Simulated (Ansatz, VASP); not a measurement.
One calculation of ScAgTe2, two programs

```
Ag Sc Te
1.0
     2.12686    1.22794    7.07500
    -2.12686    1.22794    7.07500
     0.00000   -2.45589    7.07500
Ag Sc Te
1 1 2
Direct
  0.00000 0.00000 0.00000
  0.50000 0.50000 0.50000
  0.24654 0.24654 0.24654
  0.75346 0.75346 0.75346
```

Alike in both runs: task single point; functional r2SCAN; k mesh 6 × 6 × 6; no spin polarisation.

|  | VASP | Ansatz |
| --- | --- | --- |
| version | VASP 6.6.1 | Ansatz 0.2.0 |
| potentials or method | VASP PAW PBE potentials, release 64 (Ag, Sc_sv, Te) | plane waves, PAW |
| plane-wave cutoff (eV) | 520 | 500 |
| occupations | gaussian, width 0.01 eV | fixed |
| valence electrons in the cell | 34 | 62 |

|  | VASP | Ansatz | Ansatz less VASP |
| --- | --- | --- | --- |
| gap on the k mesh at the Fermi level (eV) | 0.67 | 0.68 | +0.002 |
| pressure (GPa) | -1.5 | -1.6 | -0.09 |
| rms of the force components (eV/Å) | 0.025 | 0.038 | +0.0125 |

VASP's potentials were made for PBE, not for r2SCAN. Atom by atom the forces differ by 0.012 eV/Å (rms over components). VASP's potentials hold 34 valence electrons a cell and Ansatz's 62, so a difference there can come from the potentials and not from the codes.

Neither program's run includes spin-orbit coupling.
